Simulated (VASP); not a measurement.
# Rh (P6_3/mmc) in VASP: further runs, part 2 of 2

VASP 6.6.1. Earlier steps stand in the parts before.

## 3. Single point, RPBE (volume scaled by 0.88)

Input file INCAR:

```
SYSTEM = Rh
ALGO = Normal ; EDIFF = 1E-6
ENCUT = 520 ; GGA = RP
ISIF = 2 ; ISMEAR = -1
LASPH = .TRUE. ; LCHARG = .FALSE.
LREAL = .FALSE. ; LWAVE = .FALSE.
NBANDS = 22 ; NELM = 80
PREC = Accurate ; SIGMA = 0.1
```

Input file KPOINTS:

```
k-points
0
G
  15 15 8
  0 0 0
```

Input file POSCAR:

```
Rh
1.0
    2.6284703280      0.0000000000      0.0000000000
   -1.3142351640      2.2763220772      0.0000000000
    0.0000000000      0.0000000000      4.2340159302
Rh
2
Direct
    0.3333333333      0.6666666667      0.2500000000
    0.6666666667      0.3333333333      0.7500000000
```

Potentials or basis: VASP PAW PBE potentials, release 64 (Rh_pv).

Run with:

```
cat potpaw_PBE.64/Rh_pv/POTCAR > POTCAR
mpirun -np 1 vasp_std > vasp.out
```

OUTCAR:

```text
SYSTEM = Rh
   EDIFF = 1E-6
   ENCUT = 520
   GGA = RP
   ISIF = 2
   ISMEAR = -1
   LASPH = .TRUE.
   LREAL = .FALSE.
   NELM = 80
   PREC = Accurate

 ion  position               nearest neighbor table
   1  0.333  0.667  0.250-   2 2.60   2 2.60   2 2.60   2 2.60   2 2.60   2 2.60
   2  0.667  0.333  0.750-   1 2.60   1 2.60   1 2.60   1 2.60   1 2.60   1 2.60

  LATTYP: Found a hexagonal cell.
 ALAT       =     2.6284703280
 C/A-ratio  =     1.6108288859

  Lattice vectors:

 A1 = (   2.6284703280,   0.0000000000,   0.0000000000)
 A2 = (  -1.3142351640,   2.2763220772,   0.0000000000)
 A3 = (   0.0000000000,   0.0000000000,   4.2340159302)

Analysis of symmetry for initial positions (statically):
=====================================================================
 Subroutine PRICEL returns:
 Original cell was already a primitive cell.

 Routine SETGRP: Setting up the symmetry group for a
 hexagonal supercell.

 Subroutine GETGRP returns: Found 24 space group operations
 (whereof 12 operations were pure point group operations)
 out of a pool of 24 trial point group operations.

The static configuration has the point symmetry D_3d.
 The point group associated with its full space group is D_6h.

Analysis of symmetry for dynamics (positions and initial velocities):
=====================================================================
 Subroutine PRICEL returns:
 Original cell was already a primitive cell.

 Routine SETGRP: Setting up the symmetry group for a
 hexagonal supercell.

 Subroutine GETGRP returns: Found 24 space group operations
 (whereof 12 operations were pure point group operations)
 out of a pool of 24 trial point group operations.

The dynamic configuration has the point symmetry D_3d.
 The point group associated with its full space group is D_6h.

 Subroutine INISYM returns: Found 24 space group operations
 (whereof 12 operations are pure point group operations),
 and found     1 'primitive' translations

----------------------------------------------------------------------------------------

                                     Primitive cell

  volume of cell :      25.3332

  direct lattice vectors                    reciprocal lattice vectors
     2.628470328  0.000000000  0.000000000     0.380449416  0.219652572  0.000000000
    -1.314235164  2.276322077  0.000000000     0.000000000  0.439305145  0.000000000
     0.000000000  0.000000000  4.234015930     0.000000000  0.000000000  0.236182390

  length of vectors
     2.628470328  2.628470328  4.234015930     0.439305145  0.439305145  0.236182390

  position of ions in fractional coordinates (direct lattice)
     0.333333333  0.666666667  0.250000000
     0.666666667  0.333333333  0.750000000

  ion indices of the primitive-cell ions
   primitive index   ion index
                 1           1
                 2           2

----------------------------------------------------------------------------------------

 KPOINTS: k-points

Automatic generation of k-mesh.
 Grid dimensions read from file:
 generate k-points for:   15   15    8

 Generating k-lattice:

  Cartesian coordinates                     Fractional coordinates (reciprocal lattice)
     0.025363294  0.014643505  0.000000000     0.066666667 -0.000000000  0.000000000
     0.000000000  0.029287010  0.000000000     0.000000000  0.066666667  0.000000000
     0.000000000  0.000000000  0.029522799     0.000000000  0.000000000  0.125000000

  Length of vectors
     0.029287010  0.029287010  0.029522799

  Shift w.r.t. Gamma in fractional coordinates (k-lattice)
     0.000000000  0.000000000  0.000000000

 Subroutine IBZKPT returns following result:
 ===========================================

 Found    135 irreducible k-points:

 Following reciprocal coordinates:
            Coordinates               Weight
  0.000000  0.000000  0.000000      1.000000
  0.066667  0.000000  0.000000      6.000000
  0.133333 -0.000000  0.000000      6.000000
  0.200000  0.000000  0.000000      6.000000
  0.266667 -0.000000  0.000000      6.000000
  0.333333  0.000000  0.000000      6.000000
[... 16 lines left out ...]
  0.333333  0.200000  0.000000     12.000000
  0.400000  0.200000  0.000000      6.000000
 [... further k-points ...]
   k-points           NKPTS =    135   k-points in BZ     NKDIM =    135   number of bands    NBANDS=     22
   number of dos      NEDOS =    301   number of ions     NIONS =      2
   total plane-waves  NPLWV =  12800
   dimension x,y,z NGX =    20 NGY =   20 NGZ =   32
   dimension x,y,z NGXF=    40 NGYF=   40 NGZF=   64
   ions per type =               2
   NGX,Y,Z   is equivalent  to a cutoff of  12.65, 12.65, 12.56 a.u.
   NGXF,Y,Z  is equivalent  to a cutoff of  25.30, 25.30, 25.13 a.u.
 SYSTEM =  Rh
   PREC   = accura    normal or accurate (medium, high low for compatibility)
   ISTART =      0    job   : 0-new  1-cont  2-samecut
   ICHARG =      2    charge: 1-file 2-atom 10-const
   ISPIN  =      1    spin polarized calculation?
   LNONCOLLINEAR =      F non collinear calculations
   LSORBIT =      F    spin-orbit coupling
   LASPH  =      T    aspherical Exc in radial PAW
   ENCUT  =  520.0 eV  38.22 Ry    6.18 a.u.   4.89  4.89  7.87*2*pi/ulx,y,z
   NELM   =     80;   NELMIN=  2; NELMDL= -5     # of ELM steps
   EDIFF  = 0.1E-05   stopping-criterion for ELM
   LREAL  =      F    real-space projection
   EDIFFG = 0.1E-04   stopping-criterion for IOM
   NSW    =      0    number of steps for IOM
   IBRION =     -1    ionic relax: 0-MD 1-quasi-New 2-CG
   NFREE  =      0    steps in history (QN), initial steepest desc. (CG)
   ISIF   =      2    stress and relaxation
   ISYM   =      2    0-nonsym 1-usesym 2-fastsym
   POTIM  = 0.5000    time-step for ionic-motion
   TEBEG  =    0.0;   TEEND  =   0.0 temperature during run
   PSTRESS=    0.0 pullay stress
   NELECT =      30.0000    total number of electrons
   NUPDOWN=      -1.0000    fix difference up-down
   EMIN   =  10.00;   EMAX   =-10.00  energy-range for DOS
   EFERMI =   0.00;   METHOD = LEGACY
   ISMEAR =    -1;   SIGMA  =   0.10  broadening in eV -4-tet -1-fermi 0-gaus
   EFERMI_NEDOS =   21; number of points for ismear=-14 and -15
   IALGO  =     38    algorithm
   IMIX   =      4    mixing-type and parameters
     AMIX     =   0.40;   BMIX     =  1.00
     AMIX_MAG =   1.60;   BMIX_MAG =  1.00
  volume/ion in A,a.u.               =      12.67        85.48
  Fermi-wavevector in a.u.,A,eV,Ry     =   1.732017  3.273038 40.815886  2.999883
  Thomas-Fermi vector in A             =   2.806273
   LORBIT       =      0    0 simple, 1 ext, 2 COOP (PROOUT), +10 PAW based schemes
   GGA     = RP    functional components
   LHFCALC =     F    Hartree Fock is set to
   AEXX    =    0.0000 exact exchange contribution
   IVDW    =     0    specifies the selected vdW correction
   LEPSILON=     F    determine dielectric tensor
   LRPA    =     F    only Hartree local field effects (RPA)
 non-spin polarized calculation
  energy-cutoff  :      520.00
  volume of cell :       25.33
 maximum number of plane-waves:       705
 NGX is ok and might be reduce to    20
   NGX =  9   NGY =  9   NGZ = 15

 number of electron      29.9999993 magnetization

 Free energy of the ion-electron system (eV)
  ---------------------------------------------------
  ext. energy  EPLUGINS =         0.00000000
  ---------------------------------------------------
  free energy    TOTEN  =       -12.82071376 eV

  energy without entropy =      -12.72458141  energy(sigma->0) =      -12.77264759

 E-fermi :  13.6540     XC(G=0): -14.4747

 val. band max:       13.6497732759   @ k =   0.2667   0.0667   0.3750
 cond. band min:      13.6632886112   @ k =   0.2667   0.2000   0.3750
 fundamental gap:      0.0135153352
 Fermi energy:        13.6540226243

 k-point     1 :       0.0000    0.0000    0.0000
  band No.  band energies     occupation
      1     -33.9554      2.00000
      2     -33.0910      2.00000
      3     -33.0910      2.00000
      4     -32.9554      2.00000
      5     -32.9487      2.00000
      6     -32.9487      2.00000
[... 14 lines left out ...]
     21      31.9005      0.00000
     22      32.6162      0.00000
[... 552 lines left out ...]
  band No.  band energies     occupation
      1     -33.7304      2.00000
      2     -33.5734      2.00000
      3     -33.4558      2.00000
      4     -33.4374      2.00000
      5     -33.2546      2.00000
      6     -33.2321      2.00000
[... 14 lines left out ...]
     21      26.9298      0.00000
     22      29.0838      0.00000

 [... further k-points ...]

------------------------ aborting loop because EDIFF is reached ----------------------------------------

  FORCE on cell =-STRESS in cart. coord.  units (eV):
  Direction    XX          YY          ZZ          XY          YZ          ZX
  --------------------------------------------------------------------------------------
  -------------------------------------------------------------------------------------
  Total        6.5323383      6.5323383      6.7001310     -0.0000000     -0.0000000     -0.0000000
  in kB      413.1330822    413.1330823    423.7450138     -0.0000000     -0.0000000     -0.0000000
  external PRESSURE =     416.6703928 kB  Pullay stress =       0.0000000 kB

 VOLUME and BASIS-vectors are now :
 -----------------------------------------------------------------------------
  energy-cutoff  :      520.00
  volume of cell :       25.33
      direct lattice vectors                 reciprocal lattice vectors
     2.628470328  0.000000000  0.000000000     0.380449416  0.219652572  0.000000000
    -1.314235164  2.276322077  0.000000000     0.000000000  0.439305145  0.000000000
     0.000000000  0.000000000  4.234015930     0.000000000  0.000000000  0.236182390

 POSITION                                       TOTAL-FORCE (eV/Angst)
 -----------------------------------------------------------------------------------
     -0.00000      1.51755      1.05850        -0.000000      0.000000      0.000000
      1.31424      0.75877      3.17551         0.000000      0.000000      0.000000
 -----------------------------------------------------------------------------------
    total drift:                                0.000000     -0.000000      0.000000

  FREE ENERGIE OF THE ION-ELECTRON SYSTEM (eV)
  ---------------------------------------------------
  free  energy   TOTEN  =       -12.8207137649 eV

  energy  without entropy=      -12.7245814140  energy(sigma->0) =      -12.77264759
```

stdout:

```text
POSCAR found type information on POSCAR Rh
 POSCAR found :  1 types and       2 ions
 scaLAPACK will be used
 -----------------------------------------------------------------------------
|                                                                             |
|                                                                             |
|     You enforced a specific xc type in the INCAR file but a different       |
|     I HOPE YOU KNOW WHAT YOU ARE DOING!                                     |
|                                                                             |
 -----------------------------------------------------------------------------

 LDA part: xc-table for (Slater+PW92), standard interpolation
 POSCAR, INCAR and KPOINTS ok, starting setup
 FFT: planning ... GRIDC
 FFT: planning ... GRID_SOFT
 FFT: planning ... GRID
 WAVECAR not read
 entering main loop
```

Run time: 20 s. Hardware: 1 thread of Intel Xeon 6975P-C (Granite Rapids), shared host; peak memory 0.18 GiB.

Results:

| Quantity | Value |
| --- | --- |
| Free energy | -12.8207 eV |
| Pressure | 41.7 GPa |
| Band gap on the k mesh | zero (band 15 reaches 14.40 eV, above the bottom of band 16 at 11.74 eV) |

Caveat: the PAW data sets were made with another functional, which shifts forces and pressure a little.

## 4. Single point, RPBE (volume scaled by 0.92)

Input file INCAR:

```
SYSTEM = Rh
PREC     = Accurate       ! precision mode
ENCUT    = 520            ! plane-wave cutoff, eV
EDIFF    = 1E-6           ! SCF threshold, eV
ISMEAR   = -1             ! smearing method
SIGMA    = 0.1            ! smearing width, eV
LREAL    = .False.        ! projectors in reciprocal space
LASPH    = .True.         ! aspherical terms in the spheres
NELM     = 60             ! most SCF steps
ALGO     = Normal         ! electronic algorithm
ISIF     = 2              ! what is computed and relaxed
LWAVE    = .False.        ! write WAVECAR
LCHARG   = .False.        ! write CHGCAR
GGA      = RP             ! functional
NBANDS   = 22             ! bands
```

Input file KPOINTS:

```
Automatic mesh
0
Gamma
  15 15 8
  0 0 0
```

Input file POSCAR:

```
Rh
1.0
    2.6677070131      0.0000000000      0.0000000000
   -1.3338535065      2.3103020432      0.0000000000
    0.0000000000      0.0000000000      4.2972195159
Rh
2
Direct
    0.3333333333      0.6666666667      0.2500000000
    0.6666666667      0.3333333333      0.7500000000
```

Run with:

```
cat potpaw_PBE.64/Rh_pv/POTCAR > POTCAR
mpirun -np 1 vasp_std > vasp.out
```

It took 19 s on 1 thread of Intel Xeon 6975P-C (Granite Rapids), shared host; peak memory 0.18 GiB.

The run converged. Its results:

| Quantity | Value |
| --- | --- |
| Free energy | -13.0560 eV |
| Pressure | 24.2 GPa |
| Band gap on the k mesh | zero (band 15 reaches 13.47 eV, above the bottom of band 16 at 11.00 eV) |

Stress tensor (GPa, compression positive):
```
24.07  0.00  0.00
 0.00 24.07  0.00
 0.00  0.00 24.60
```

Levels at points of the mesh, in eV from the Fermi level:
| k point | band 13 | band 14 | band 15 | band 16 | band 17 | band 18 |
| --- | --- | --- | --- | --- | --- | --- |
| (0.00, 0.00, 0.00) | -2.65 | -2.05 | -2.05 | 0.15 | 0.15 | 0.76 |
| (0.00, 0.00, 0.50) | -3.33 | -3.33 | -0.45 | -0.45 | -0.45 | -0.45 |

Caveat: the PAW data sets were made with another functional, which shifts forces and pressure a little.

## 5. Single point, RPBE (volume scaled by 0.96)

Input file INCAR:

```
PREC = Accurate ; ENCUT = 520
EDIFF = 1E-6 ; ISMEAR = -1
SIGMA = 0.1 ; LREAL = F
LASPH = T ; NELM = 100
ALGO = Normal ; ISIF = 2
LWAVE = F ; LCHARG = F
GGA = RP ; NBANDS = 22
```

Input file KPOINTS:

```
regular mesh
0
Gamma
  15 15 8
```

Input file POSCAR:

```
Rh
1.0
    2.7058222629      0.0000000000      0.0000000000
   -1.3529111314      2.3433108178      0.0000000000
    0.0000000000      0.0000000000      4.3586166613
Rh
2
Direct
    0.3333333333      0.6666666667      0.2500000000
    0.6666666667      0.3333333333      0.7500000000
```

Run with:

```
cat potpaw_PBE.64/Rh_pv/POTCAR > POTCAR
mpirun -np 1 vasp_std > vasp.out
```

It took 20 s on 1 thread of Intel Xeon 6975P-C (Granite Rapids), shared host; peak memory 0.18 GiB.

It converged, with:

```
Free energy            : -13.1804 eV
Pressure               : 10.7 GPa
Band gap on the k mesh : zero (band 15 reaches 12.62 eV, above the bottom of band 16 at 10.32 eV)
```

Stress tensor (GPa, compression positive):
```
10.62  0.00  0.00
 0.00 10.62  0.00
 0.00  0.00 10.74
```

Levels at points of the mesh, in eV from the Fermi level:
| k point | band 11 | band 12 | band 13 | band 14 | band 15 | band 16 | band 17 | band 18 | band 19 | band 20 |
| --- | --- | --- | --- | --- | --- | --- | --- | --- | --- | --- |
| (0.00, 0.00, 0.00) | -3.00 | -2.47 | -2.47 | -1.91 | -1.91 | 0.14 | 0.14 | 0.80 | 8.68 | 15.87 |
| (0.00, 0.00, 0.50) | -3.11 | -3.11 | -3.11 | -3.11 | -0.43 | -0.43 | -0.43 | -0.43 | 14.88 | 14.88 |

Caveat: the PAW data sets were made with another functional, which shifts forces and pressure a little.

## 6. Single point, RPBE

Input file INCAR:

```
ALGO = Normal ; EDIFF = 1E-6
ENCUT = 520 ; GGA = RP
ISIF = 2 ; ISMEAR = -1
LASPH = True ; LCHARG = False
LREAL = False ; LWAVE = False
NBANDS = 22 ; NELM = 100
PREC = Accurate ; SIGMA = 0.1
```

Input file KPOINTS:

```
k-points
0
Gamma
  15 15 8
```

Input file POSCAR:

```
Rh
1.0
    2.7428929278      0.0000000000      0.0000000000
   -1.3714464639      2.3754149554      0.0000000000
    0.0000000000      0.0000000000      4.4183311592
Rh
2
Direct
    0.3333333333      0.6666666667      0.2500000000
    0.6666666667      0.3333333333      0.7500000000
```

Potentials or basis: VASP PAW PBE potentials, release 64 (Rh_pv).

Run with:

```
cat potpaw_PBE.64/Rh_pv/POTCAR > POTCAR
mpirun -np 1 vasp_std > vasp.out
```

Run time: 23 s. Hardware: 1 thread of Intel Xeon 6975P-C (Granite Rapids), shared host; peak memory 0.18 GiB.

The run converged. Its results:

- Free energy: -13.2184 eV
- Pressure: 0.1 GPa
- Band gap on the k mesh: zero (band 15 reaches 11.84 eV, above the bottom of band 16 at 9.69 eV)

Stress tensor (GPa, compression positive):
```
 0.14  0.00  0.00
 0.00  0.14  0.00
 0.00  0.00 -0.06
```

Levels at points of the mesh, in eV from the Fermi level:
| k point | band 13 | band 14 | band 15 | band 16 | band 17 | band 18 |
| --- | --- | --- | --- | --- | --- | --- |
| (0.00, 0.00, 0.00) | -2.31 | -1.79 | -1.79 | 0.13 | 0.13 | 0.86 |
| (0.00, 0.00, 0.50) | -2.92 | -2.92 | -0.40 | -0.40 | -0.40 | -0.40 |

Caveat: the PAW data sets were made with another functional, which shifts forces and pressure a little.

## 7. The runs side by side

| cell | k mesh | gap on the mesh (eV) | pressure (GPa) |
| --- | --- | --- | --- |
| a = 2.743, b = 2.743, c = 4.418 Å, angles 90.0, 90.0, 120.0°, 2 atoms | 13 × 13 × 7 | none | 0.1 |
| a = 2.628, b = 2.628, c = 4.234 Å, angles 90.0, 90.0, 120.0°, 2 atoms | 15 × 15 × 8 | none | 41.7 |
| a = 2.668, b = 2.668, c = 4.297 Å, angles 90.0, 90.0, 120.0°, 2 atoms | 15 × 15 × 8 | none | 24.2 |
| a = 2.706, b = 2.706, c = 4.359 Å, angles 90.0, 90.0, 120.0°, 2 atoms | 15 × 15 × 8 | none | 10.7 |
| a = 2.743, b = 2.743, c = 4.418 Å, angles 90.0, 90.0, 120.0°, 2 atoms | 15 × 15 × 8 | none | 0.1 |

Alike in all rows: task single point; level RPBE; potentials or basis VASP PAW PBE potentials, release 64 (Rh_pv); no spin polarisation; cutoff (eV) 520; smearing fermi-dirac 0.1 eV.

Caveats: the PAW data sets were made with another functional, which shifts forces and pressure a little.

Total energies depend on the potentials used, so only differences within one code and one set of settings carry meaning.
